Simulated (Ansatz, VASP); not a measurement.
NaHF2 in VASP and in Ansatz

The input INCAR:

```
ALGO = Normal
EDIFF = 1E-6
EDIFFG = -0.002
ENCUT = 600
GGA = PS
IBRION = 2
ISIF = 3
ISMEAR = -1
LASPH = T
LCHARG = F
LREAL = F
LWAVE = F
NELM = 60
NSW = 100
PREC = Accurate
SIGMA = 0.1
```

The input KPOINTS:

```
k-points
0
Gamma
  12 12 12
```

The input POSCAR:

```
NaHF2
1.0
    1.7370000000      1.0028574176      4.5833333333
   -1.7370000000      1.0028574176      4.5833333333
    0.0000000000     -2.0057148352      4.5833333333
Na H F
1 1 2
Direct
    0.0000000000      0.0000000000      0.0000000000
    0.5000000000      0.5000000000      0.5000000000
    0.4176000000      0.4176000000      0.4176000000
    0.5824000000      0.5824000000      0.5824000000
```

Input for Ansatz:

```yaml
crystal:
  lattice:
    - [1.73700000001, 1.00285741759, 4.5833333333]
    - [-1.73700000001, 1.00285741759, 4.5833333333]
    - [0.0, -2.00571483518, 4.5833333333]
  atoms:
    - { symbol: Na, position: [0.0, 0.0, 0.0] }
    - { symbol: H, position: [0.5, 0.5, 0.5] }
    - { symbol: F, position: [0.4176, 0.4176, 0.4176] }
    - { symbol: F, position: [0.5824, 0.5824, 0.5824] }
kpoints:
  mp_grid: { grid: [12, 12, 12] }
scf:
  occupations: { method: fermi_dirac, width: 0.1 }
hamiltonian:
  xc: pbesol
  pseudopotentials: { kind: paw }
relax:
  f_tol: 0.002
  max_steps: 80
  cell: {}
output:
  forces: true
  stress: true
  write_density: true
  write_potential: true
  elf: true
  volumetric_format: npy
```

Alike in both runs: task relaxation of cell and atoms; functional PBEsol; k mesh 12 × 12 × 12; occupations fermi-dirac, width 0.1 eV; no spin polarisation.

|  | VASP | Ansatz |
| --- | --- | --- |
| version | VASP 6.6.1 | Ansatz 0.2.0 |
| potentials or method | VASP PAW PBE potentials, release 64 (Na_pv, H, F) | PAW with Ansatz's default frozen-core files, scalar-relativistic |
| plane-wave cutoff (eV) | 600 | 420 |
| valence electrons in the cell | 22 | 24 |

VASP gave:

* gap on the k mesh at the Fermi level, each at its own relaxed structure (eV): 6.90
* relaxed volume (Å³/atom): 11.90
* relaxed cell length with the largest relative difference (Å): 5.000

Problem. Estimate Ansatz's values.

Solution. gap on the k mesh at the Fermi level, each at its own relaxed structure (eV): 6.90; relaxed volume (Å³/atom): 11.99; relaxed cell length with the largest relative difference (Å): 4.998.

VASP's potentials were made for PBE, not for PBEsol. VASP's potentials hold 22 valence electrons a cell and Ansatz's 24, so a difference there can come from the potentials and not from the codes.
